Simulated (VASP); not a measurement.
# Cs (Fm-3m) in VASP: further runs, part 2 of 2

VASP 6.6.1.

### 3 Single point, PBEsol

This run uses another cell than the first one, of 107.56 Å³/atom.

Contents of INCAR:

```
PREC = Accurate
ENCUT = 500
EDIFF = 1E-6
ISMEAR = -1
SIGMA = 0.05
LREAL = F
LASPH = T
NELM = 120
ALGO = Normal
ISIF = 2
LWAVE = F
LCHARG = F
GGA = PS
NBANDS = 10
GGA_COMPAT = F
```

Contents of KPOINTS:

```
regular mesh
0
Gamma
  5 5 5
```

Contents of POSCAR:

```
Cs
1.0
    0.0000000000      3.7746707479      3.7746707479
    3.7746707479      0.0000000000      3.7746707479
    3.7746707479      3.7746707479      0.0000000000
Cs
1
Direct
    0.0000000000      0.0000000000      0.0000000000
```

Potentials or basis: VASP PAW PBE potentials, release 64 (Cs_sv).

Started as:

```console
$ cat potpaw_PBE.64/Cs_sv/POTCAR > POTCAR
$ mpirun -np 1 vasp_std > vasp.out
```

OUTCAR:

```text
PREC = Accurate
   ENCUT = 500
   EDIFF = 1E-6
   ISMEAR = -1
   LREAL = F
   LASPH = T
   NELM = 120
   ISIF = 2
   GGA = PS

 ion  position               nearest neighbor table
   1  0.000  0.000  0.000-

  LATTYP: Found a face centered cubic cell.
 ALAT       =     7.5493414958

  Lattice vectors:

 A1 = (   0.0000000000,   3.7746707479,   3.7746707479)
 A2 = (   3.7746707479,   0.0000000000,   3.7746707479)
 A3 = (   3.7746707479,   3.7746707479,   0.0000000000)

Analysis of symmetry for initial positions (statically):
=====================================================================
 Subroutine PRICEL returns:
 Original cell was already a primitive cell.

 Routine SETGRP: Setting up the symmetry group for a
 face centered cubic supercell.

 Subroutine GETGRP returns: Found 48 space group operations
 (whereof 48 operations were pure point group operations)
 out of a pool of 48 trial point group operations.

The static configuration has the point symmetry O_h .

Analysis of symmetry for dynamics (positions and initial velocities):
=====================================================================
 Subroutine PRICEL returns:
 Original cell was already a primitive cell.

 Routine SETGRP: Setting up the symmetry group for a
 face centered cubic supercell.

 Subroutine GETGRP returns: Found 48 space group operations
 (whereof 48 operations were pure point group operations)
 out of a pool of 48 trial point group operations.

The dynamic configuration has the point symmetry O_h .

 Subroutine INISYM returns: Found 48 space group operations
 (whereof 48 operations are pure point group operations),
 and found     1 'primitive' translations

----------------------------------------------------------------------------------------

                                     Primitive cell

  volume of cell :     107.5641

  direct lattice vectors                    reciprocal lattice vectors
     0.000000000  3.774670748  3.774670748    -0.132461884  0.132461884  0.132461884
     3.774670748  0.000000000  3.774670748     0.132461884 -0.132461884  0.132461884
     3.774670748  3.774670748  0.000000000     0.132461884  0.132461884 -0.132461884

  length of vectors
     5.338190565  5.338190565  5.338190565     0.229430714  0.229430714  0.229430714

  position of ions in fractional coordinates (direct lattice)
     0.000000000  0.000000000  0.000000000

  ion indices of the primitive-cell ions
   primitive index   ion index
                 1           1

----------------------------------------------------------------------------------------

 KPOINTS: regular mesh

Automatic generation of k-mesh.
 Grid dimensions read from file:
 generate k-points for:    5    5    5

 Generating k-lattice:

  Cartesian coordinates                     Fractional coordinates (reciprocal lattice)
    -0.026492377  0.026492377  0.026492377     0.200000000  0.000000000  0.000000000
     0.026492377 -0.026492377  0.026492377     0.000000000  0.200000000  0.000000000
     0.026492377  0.026492377 -0.026492377     0.000000000  0.000000000  0.200000000

  Length of vectors
     0.045886143  0.045886143  0.045886143

  Shift w.r.t. Gamma in fractional coordinates (k-lattice)
     0.000000000  0.000000000  0.000000000

 Subroutine IBZKPT returns following result:
 ===========================================

 Found     10 irreducible k-points:

 Following reciprocal coordinates:
            Coordinates               Weight
  0.000000  0.000000  0.000000      1.000000
  0.200000  0.000000  0.000000      8.000000
  0.400000  0.000000  0.000000      8.000000
  0.200000  0.200000  0.000000      6.000000
  0.400000  0.200000  0.000000     24.000000
 -0.400000  0.200000  0.000000     24.000000
 -0.200000  0.200000  0.000000     12.000000
  0.400000  0.400000  0.000000      6.000000
 -0.400000  0.400000  0.000000     12.000000
 -0.400000  0.400000  0.200000     24.000000
   k-points           NKPTS =     10   k-points in BZ     NKDIM =     10   number of bands    NBANDS=     10
   number of dos      NEDOS =    301   number of ions     NIONS =      1
   total plane-waves  NPLWV =  64000
   dimension x,y,z NGX =    40 NGY =   40 NGZ =   40
   dimension x,y,z NGXF=    80 NGYF=   80 NGZF=   80
   ions per type =               1
   NGX,Y,Z   is equivalent  to a cutoff of  12.46, 12.46, 12.46 a.u.
   NGXF,Y,Z  is equivalent  to a cutoff of  24.91, 24.91, 24.91 a.u.
 SYSTEM =  unknown system
   PREC   = accura    normal or accurate (medium, high low for compatibility)
   ISTART =      0    job   : 0-new  1-cont  2-samecut
   ICHARG =      2    charge: 1-file 2-atom 10-const
   ISPIN  =      1    spin polarized calculation?
   LNONCOLLINEAR =      F non collinear calculations
   LSORBIT =      F    spin-orbit coupling
   LASPH  =      T    aspherical Exc in radial PAW
   ENCUT  =  500.0 eV  36.75 Ry    6.06 a.u.   9.73  9.73  9.73*2*pi/ulx,y,z
   NELM   =    120;   NELMIN=  2; NELMDL= -5     # of ELM steps
   EDIFF  = 0.1E-05   stopping-criterion for ELM
   LREAL  =      F    real-space projection
   EDIFFG = 0.1E-04   stopping-criterion for IOM
   NSW    =      0    number of steps for IOM
   IBRION =     -1    ionic relax: 0-MD 1-quasi-New 2-CG
   NFREE  =      0    steps in history (QN), initial steepest desc. (CG)
   ISIF   =      2    stress and relaxation
   ISYM   =      2    0-nonsym 1-usesym 2-fastsym
   POTIM  = 0.5000    time-step for ionic-motion
   TEBEG  =    0.0;   TEEND  =   0.0 temperature during run
   PSTRESS=    0.0 pullay stress
   NELECT =       9.0000    total number of electrons
   NUPDOWN=      -1.0000    fix difference up-down
   EMIN   =  10.00;   EMAX   =-10.00  energy-range for DOS
   EFERMI =   0.00;   METHOD = LEGACY
   ISMEAR =    -1;   SIGMA  =   0.05  broadening in eV -4-tet -1-fermi 0-gaus
   EFERMI_NEDOS =   21; number of points for ismear=-14 and -15
   IALGO  =     38    algorithm
   IMIX   =      4    mixing-type and parameters
     AMIX     =   0.40;   BMIX     =  1.00
     AMIX_MAG =   1.60;   BMIX_MAG =  1.00
  volume/ion in A,a.u.               =     107.56       725.88
  Fermi-wavevector in a.u.,A,eV,Ry     =   0.716033  1.353107  6.975758  0.512704
  Thomas-Fermi vector in A             =   1.804349
   LORBIT       =      0    0 simple, 1 ext, 2 COOP (PROOUT), +10 PAW based schemes
   GGA     = PS    functional components
   LHFCALC =     F    Hartree Fock is set to
   AEXX    =    0.0000 exact exchange contribution
   IVDW    =     0    specifies the selected vdW correction
   LEPSILON=     F    determine dielectric tensor
   LRPA    =     F    only Hartree local field effects (RPA)
 non-spin polarized calculation
  energy-cutoff  :      500.00
  volume of cell :      107.56
 maximum number of plane-waves:      2750
   NGX = 19   NGY = 19   NGZ = 19

 number of electron       9.0000002 magnetization

 Free energy of the ion-electron system (eV)
  ---------------------------------------------------
  ext. energy  EPLUGINS =         0.00000000
  ---------------------------------------------------
  free energy    TOTEN  =        -0.96989874 eV

  energy without entropy =       -0.96602503  energy(sigma->0) =       -0.96796189

 E-fermi :   0.5504     XC(G=0):  -5.6544

 val. band max:        0.5356709569   @ k =   0.4000   0.4000   0.0000
 cond. band min:       0.8374554608   @ k =  -0.4000   0.2000   0.0000
 fundamental gap:      0.3017845039
 Fermi energy:         0.5504459260

 k-point     1 :       0.0000    0.0000    0.0000
  band No.  band energies     occupation
      1     -23.2679      2.00000
      2      -9.9774      2.00000
      3      -9.9774      2.00000
      4      -9.9774      2.00000
      5      -1.2140      2.00000
      6       3.0322      0.00000
      7       3.0322      0.00000
      8       3.0322      0.00000
      9       4.1954      0.00000
     10       4.1954      0.00000
[... 105 lines left out ...]
 k-point    10 :      -0.4000    0.4000    0.2000
  band No.  band energies     occupation
      1     -23.2574      2.00000
      2     -10.1073      2.00000
      3     -10.0672      2.00000
      4     -10.0290      2.00000
      5       0.9860      0.00033
      6       1.7461      0.00000
      7       1.7926      0.00000
      8       3.1959      0.00000
      9       4.5251      0.00000
     10       4.7645      0.00000

------------------------ aborting loop because EDIFF is reached ----------------------------------------

  FORCE on cell =-STRESS in cart. coord.  units (eV):
  Direction    XX          YY          ZZ          XY          YZ          ZX
  --------------------------------------------------------------------------------------
  -------------------------------------------------------------------------------------
  Total       -0.0010156     -0.0010156     -0.0010156      0.0000000     -0.0000000      0.0000000
  in kB       -0.0151270     -0.0151270     -0.0151270      0.0000000     -0.0000000      0.0000000
  external PRESSURE =      -0.0151270 kB  Pullay stress =       0.0000000 kB

 VOLUME and BASIS-vectors are now :
 -----------------------------------------------------------------------------
  energy-cutoff  :      500.00
  volume of cell :      107.56
      direct lattice vectors                 reciprocal lattice vectors
     0.000000000  3.774670748  3.774670748    -0.132461884  0.132461884  0.132461884
     3.774670748  0.000000000  3.774670748     0.132461884 -0.132461884  0.132461884
     3.774670748  3.774670748  0.000000000     0.132461884  0.132461884 -0.132461884

 POSITION                                       TOTAL-FORCE (eV/Angst)
 -----------------------------------------------------------------------------------
      0.00000      0.00000      0.00000         0.000000      0.000000      0.000000
 -----------------------------------------------------------------------------------
    total drift:                               -0.000000     -0.000000     -0.000000

  FREE ENERGIE OF THE ION-ELECTRON SYSTEM (eV)
  ---------------------------------------------------
  free  energy   TOTEN  =        -0.9698987433 eV

  energy  without entropy=       -0.9660250301  energy(sigma->0) =       -0.96796189
```

OSZICAR:

```text
N       E                     dE             d eps       ncg     rms          rms(c)
DAV:   1     0.498586215768E+02    0.49859E+02   -0.29847E+03   200   0.618E+02
DAV:   2     0.365697736892E+01   -0.46202E+02   -0.44823E+02   258   0.105E+02
DAV:   3    -0.906949804432E+00   -0.45639E+01   -0.45612E+01   236   0.387E+01
DAV:   4    -0.969805461009E+00   -0.62856E-01   -0.62843E-01   264   0.533E+00
DAV:   5    -0.970194977257E+00   -0.38952E-03   -0.38951E-03   274   0.396E-01    0.135E-01
DAV:   6    -0.969764408828E+00    0.43057E-03   -0.12379E-03   250   0.168E-01    0.933E-02
DAV:   7    -0.969851138704E+00   -0.86730E-04   -0.31972E-03   234   0.286E-01    0.348E-02
DAV:   8    -0.969898384950E+00   -0.47246E-04   -0.99012E-05   234   0.678E-02    0.556E-03
DAV:   9    -0.969899445559E+00   -0.10606E-05   -0.25133E-06   292   0.841E-03    0.327E-03
DAV:  10    -0.969898743252E+00    0.70231E-06   -0.60195E-07   136   0.411E-03
   1 F= -.96989874E+00 E0= -.96796189E+00  d E =-.387371E-02
```

stdout:

```text
POSCAR found type information on POSCAR Cs
 POSCAR found :  1 types and       1 ions
 scaLAPACK will be used
 -----------------------------------------------------------------------------
|                                                                             |
|                                                                             |
|     You enforced a specific xc type in the INCAR file but a different       |
|     I HOPE YOU KNOW WHAT YOU ARE DOING!                                     |
|                                                                             |
 -----------------------------------------------------------------------------

 LDA part: xc-table for (Slater+PW92), standard interpolation
 POSCAR, INCAR and KPOINTS ok, starting setup
 FFT: planning ... GRIDC
 FFT: planning ... GRID_SOFT
 FFT: planning ... GRID
 WAVECAR not read
 entering main loop
```

It took 6.9 s on 1 thread of Intel Xeon Platinum 8488C (Sapphire Rapids), shared host; peak memory 0.22 GiB.

Results:

```
Free energy            : -0.9699 eV
Pressure               : 0.0 GPa
Band gap on the k mesh : zero (an odd number of electrons rules out a gap without spin polarisation)
```

Levels at points of the mesh, in eV from the Fermi level:
```csv
k point,band 3,band 4,band 5,band 6,band 7,band 8
"(0.00, 0.00, 0.00)",-10.53,-10.53,-1.76,2.48,2.48,2.48
```

Caveat: the PAW data sets were made with another functional, which shifts forces and pressure a little; spin-orbit coupling is left out, which moves the levels of the heavy elements.

### 4 Relaxation of cell and atoms, PBEsol

This run uses another cell than the first one, of 111.49 Å³/atom.

Contents of INCAR:

```
SYSTEM = Cs
ALGO = Normal
EDIFF = 1E-7
EDIFFG = -0.02
ENCUT = 500
GGA = PS
GGA_COMPAT = .FALSE.
IBRION = 2
ISIF = 3
ISMEAR = -1
LASPH = .TRUE.
LCHARG = .FALSE.
LREAL = .FALSE.
LWAVE = .FALSE.
NELM = 120
NELMIN = 4
NSW = 80
PREC = Accurate
SIGMA = 0.05
```

Contents of KPOINTS:

```
k-points
0
G
  5 5 5
  0 0 0
```

Contents of POSCAR:

```
Cs
1.0
    0.0000000000      3.8200000000      3.8200000000
    3.8200000000      0.0000000000      3.8200000000
    3.8200000000      3.8200000000      0.0000000000
Cs
1
Direct
    0.0000000000      0.0000000000      0.0000000000
```

Started as:

```console
$ cat potpaw_PBE.64/Cs_sv/POTCAR > POTCAR
$ mpirun -np 1 vasp_std > vasp.out
```

Run time: 16 s. Hardware: 1 thread of Intel Xeon Platinum 8488C (Sapphire Rapids), shared host; peak memory 0.23 GiB.

It converged, with:

```yaml
Free_energy: -0.9700 eV
Relaxed_volume: 108.10 Å³/atom
Relaxed_cell: a = 5.347 Å, b = 5.347 Å, c = 5.347 Å, α = 60.00°, β = 60.00°, γ = 60.00°
Space_group_after_relaxing_to_0.1_Å: Fm-3m (No. 225)
Energy_gained_by_relaxing: 1.0 meV/atom
Ionic_steps: 3
Pressure_after_relaxing: 0.0 GPa
Band_gap_on_the_k_mesh: zero (an odd number of electrons rules out a gap without spin polarisation)
```

Step by step:
```tsv
step	energy change (eV)	largest force (eV/Å)	pressure (GPa)	volume (Å³)
1	0.0000	0.0000	-0.08	111.49
2	-0.0004	0.0000	-0.06	110.63
3	-0.0010	0.0000	-0.01	108.10
```

Final structure:
```
CELL_PARAMETERS angstrom
0.00000 3.78094 3.78094
3.78094 0.00000 3.78094
3.78094 3.78094 0.00000
ATOMIC_POSITIONS crystal
Cs 0.00000 0.00000 0.00000
```

Levels at points of the mesh, in eV from the Fermi level:
| k point | band 1 | band 2 | band 3 | band 4 | band 5 | band 6 | band 7 | band 8 |
| --- | --- | --- | --- | --- | --- | --- | --- | --- |
| (0.00, 0.00, 0.00) | -23.82 | -10.53 | -10.53 | -10.53 | -1.76 | 2.48 | 2.48 | 2.48 |

Caveat: the PAW data sets were made with another functional, which shifts forces and pressure a little; spin-orbit coupling is left out, which moves the levels of the heavy elements.

### 5 Relaxation of cell and atoms, PBEsol, target pressure 5 GPa, at which the enthalpy is minimised

This run uses another cell than the first one, of 111.49 Å³/atom.

Contents of INCAR:

```
  ALGO = Normal
  EDIFF = 1E-7
  EDIFFG = -0.02
  ENCUT = 500
  GGA = PS
  GGA_COMPAT = F
  IBRION = 2
  ISIF = 3
  ISMEAR = -1
  LASPH = T
  LCHARG = F
  LREAL = F
  LWAVE = F
  NELM = 120
  NELMIN = 4
  NSW = 80
  PREC = Accurate
  PSTRESS = 50.0
  SIGMA = 0.05
```

Contents of KPOINTS:

```
k-points
0
Gamma
  5 5 5
```

POSCAR is that of step 4.

Started as:

```console
$ cat potpaw_PBE.64/Cs_sv/POTCAR > POTCAR
$ mpirun -np 1 vasp_std > vasp.out
```

It took 46 s on 1 thread of Intel Xeon Platinum 8488C (Sapphire Rapids), shared host; peak memory 0.24 GiB.

The run converged. Its results:

```
Free energy                                                : -0.2376 eV
Relaxed volume                                             : 42.02 Å³/atom
Relaxed cell                                               : a = 3.902 Å, b = 3.902 Å, c = 3.902 Å, α = 60.00°, β = 60.00°, γ = 60.00°
Space group after relaxing (to 0.1 Å)                      : Fm-3m (No. 225)
Energy change on relaxing (the run minimises the enthalpy) : +731.4 meV/atom
Ionic steps                                                : 8
Pressure after relaxing                                    : 5.0 GPa
Band gap on the k mesh                                     : zero (an odd number of electrons rules out a gap without spin polarisation)
```

The path:
```
step  energy change (eV)  largest force (eV/Å)  pressure (GPa)  volume (Å³)
   1              0.0000                0.0000           -0.08       111.49
   2              0.2519                0.0000            2.58        63.65
   3              0.4194                0.0000            3.32        54.49
   4              0.8458                0.0000            6.75        38.89
   5              0.6446                0.0000            4.00        45.14
   6              0.7144                0.0000            4.81        42.57
   7              0.7445                0.0000            5.23        41.61
   8              0.7314                0.0000            5.04        42.02
```

Final structure:
```
CELL_PARAMETERS angstrom
0.00000 2.75934 2.75934
2.75934 0.00000 2.75934
2.75934 2.75934 0.00000
ATOMIC_POSITIONS crystal
Cs 0.00000 0.00000 0.00000
```

Levels at points of the mesh, in eV from the Fermi level:
| k point | band 1 | band 2 | band 3 | band 4 | band 5 | band 6 | band 7 | band 8 |
| --- | --- | --- | --- | --- | --- | --- | --- | --- |
| (0.00, 0.00, 0.00) | -24.22 | -9.77 | -9.77 | -9.77 | -2.02 | 2.78 | 2.78 | 2.78 |

Caveat: the cell is relaxed towards a set pressure, so the run minimises the enthalpy, not the energy; the volume moved by over 15 % at a fixed basis, so the end points are rough; the PAW data sets were made with another functional, which shifts forces and pressure a little; spin-orbit coupling is left out, which moves the levels of the heavy elements.

### 6 Summary

| task | cell | gap on the mesh (eV) | pressure (GPa) |
| --- | --- | --- | --- |
| single point | a = 3.899 Å, angles 60.0°, 1 atom | none | 5.1 |
| single point | a = 5.338 Å, angles 60.0°, 1 atom | none | 0.0 |
| relaxation of cell and atoms | relaxed from a = 5.402 Å, angles 60.0°, 1 atom | none | 0.0 |
| relaxation of cell and atoms | relaxed to 5 GPa from a = 5.402 Å, angles 60.0°, 1 atom | none | 5.0 |

Alike in all rows: level PBEsol; potentials or basis VASP PAW PBE potentials, release 64 (Cs_sv); no spin polarisation; k mesh 5 × 5 × 5; cutoff (eV) 500; smearing fermi-dirac 0.05 eV.

Caveats: some runs use coarse meshes; the PAW data sets were made with another functional, which shifts forces and pressure a little; spin-orbit coupling is left out, which moves the levels of the heavy elements; the cell is relaxed towards a set pressure, so the run minimises the enthalpy, not the energy (at least some runs); the volume moved by over 15 % at a fixed basis, so the end points are rough (at least some runs).

Absolute energies hang on the potentials; compare differences alone.
